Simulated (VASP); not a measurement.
PbO: relaxation of shape and atoms at fixed volume with PBE+D3(BJ)

Crystal: PbO.

```
CELL_PARAMETERS angstrom
5.38655 0.00000 0.00000
0.00000 4.98278 0.00000
0.00000 0.00000 4.65623
ATOMIC_POSITIONS crystal
Pb 0.25297 0.00494 0.25000
Pb 0.74703 0.99506 0.75000
Pb 0.25297 0.49506 0.75000
Pb 0.74703 0.50494 0.25000
O 0.84768 0.06615 0.25000
O 0.15232 0.93385 0.75000
O 0.84768 0.43385 0.75000
O 0.15232 0.56615 0.25000
```

```json
{
  "Program": "VASP 6.6.1",
  "Task": "relaxation of shape and atoms at fixed volume",
  "Functional": "PBE",
  "Dispersion": "D3(BJ)",
  "Potentials or basis": "VASP PAW PBE potentials, release 64 (Pb_d, O)",
  "Cutoff": "600 eV",
  "k mesh": "4 × 6 × 6",
  "Occupations": "gaussian, width 0.05 eV",
  "Spin": "no spin polarisation",
  "Dipole correction": "no",
  "Further INCAR settings": "ALGO = Normal; EDIFF = 1e-07; IBRION = 2; EDIFFG = -0.01; NSW = 60; ISIF = 4"
}
```

| Quantity | Value |
| --- | --- |
| Energy gained by relaxing | 7.3 meV/atom |
| Ionic steps | 24 |
| Pressure after relaxing | 12.4 GPa |
| Largest force after relaxing | 0.007 eV/Å |
| Band gap on the k mesh | 1.60 eV |
| Dispersion energy per atom | -0.305 eV |

Forces on the atoms (eV/Å):
```
Pb   0.003 -0.001  0.000
Pb  -0.003  0.001  0.000
Pb   0.003  0.001  0.000
Pb  -0.003 -0.001  0.000
O   -0.003 -0.007  0.000
O    0.003  0.007  0.000
O   -0.003  0.007  0.000
O    0.003 -0.007  0.000
```

Stress tensor (GPa, compression positive):
```
12.33  0.00  0.00
 0.00 12.46  0.00
 0.00  0.00 12.39
```

The path:
| step | energy change (eV) | largest force (eV/Å) | pressure (GPa) | volume (Å³) |
| --- | --- | --- | --- | --- |
| 1 | 0.0000 | 0.6973 | 15.16 | 124.97 |
| 2 | -0.0482 | 0.0814 | 12.79 | 124.97 |
| 3 | -0.0482 | 0.0819 | 12.80 | 124.97 |
| 4 | -0.0523 | 0.0439 | 12.60 | 124.97 |
| 5 | -0.0523 | 0.0463 | 12.59 | 124.97 |
| 6 | -0.0532 | 0.0473 | 12.57 | 124.97 |
| 7 | -0.0537 | 0.0614 | 12.55 | 124.97 |
| 8 | -0.0543 | 0.0532 | 12.54 | 124.97 |
| 9 | -0.0552 | 0.0381 | 12.51 | 124.97 |
| 10 | -0.0552 | 0.0400 | 12.50 | 124.97 |
| 11 | -0.0558 | 0.0347 | 12.49 | 124.97 |
| 12 | -0.0566 | 0.0231 | 12.45 | 124.97 |
| 13 | -0.0572 | 0.0155 | 12.45 | 124.97 |
| 14 | -0.0573 | 0.0208 | 12.46 | 124.97 |
| 15 | -0.0573 | 0.0321 | 12.47 | 124.97 |
| 16 | -0.0573 | 0.0274 | 12.47 | 124.97 |
| 17 | -0.0575 | 0.0221 | 12.49 | 124.97 |
| 18 | -0.0577 | 0.0284 | 12.53 | 124.97 |
| 19 | -0.0579 | 0.0235 | 12.50 | 124.97 |
| 20 | -0.0582 | 0.0191 | 12.42 | 124.97 |
| 21 | -0.0582 | 0.0192 | 12.40 | 124.97 |
| 22 | -0.0583 | 0.0128 | 12.39 | 124.97 |
| 23 | -0.0583 | 0.0091 | 12.38 | 124.97 |
| 24 | -0.0584 | 0.0074 | 12.40 | 124.97 |

Final structure:
```xyz
8
Lattice="5.4096 0.0000 0.0000 0.0000 4.9038 0.0000 0.0000 0.0000 4.7110" Properties=species:S:1:pos:R:3 pbc="T T T"
Pb    1.3976    0.0383    1.1778
Pb    4.0120    4.8656    3.5333
Pb    1.3976    2.4137    3.5333
Pb    4.0120    2.4902    1.1778
O     4.5849    0.2589    1.1778
O     0.8247    4.6449    3.5333
O     4.5849    2.1930    3.5333
O     0.8247    2.7108    1.1778
```

Levels at points of the mesh, in eV from the valence-band top:
```csv
k point,band 36,band 37,band 38,band 39,band 40,band 41,band 42,band 43,band 44,band 45
"(0.00, 0.00, 0.00)",-2.34,-2.23,-1.66,-1.38,-0.18,3.63,3.72,4.38,6.00,6.42
"(0.50, 0.00, 0.00)",-1.91,-1.79,-0.56,-0.49,-0.31,2.83,3.11,3.11,5.16,5.67
"(0.00, 0.50, 0.00)",-1.88,-0.91,-0.91,-0.08,-0.08,4.52,4.52,4.63,4.63,5.43
"(0.50, 0.50, 0.00)",-1.65,-0.67,-0.67,-0.26,-0.26,3.56,3.56,3.92,3.92,3.98
"(0.00, 0.00, 0.50)",-1.80,-0.80,-0.80,-0.14,-0.14,4.33,4.33,5.25,5.25,5.60
"(0.50, 0.00, 0.50)",-1.28,-0.58,-0.58,-0.44,-0.44,3.50,3.50,3.61,3.61,4.73
"(0.00, 0.50, 0.50)",-1.53,-0.37,-0.37,-0.37,-0.37,3.34,3.34,3.34,3.34,6.88
"(0.50, 0.50, 0.50)",-1.49,-0.74,-0.74,-0.74,-0.74,2.68,2.68,2.68,2.68,7.34
```

Run time: 64 min on 1 thread of AMD EPYC 7R13 Processor (Zen 3) (shared host), peak memory 0.42 GiB.

Caveat: spin-orbit coupling is left out, which moves the levels of the heavy elements. As with any semilocal functional, this PBE gap is likely too small.
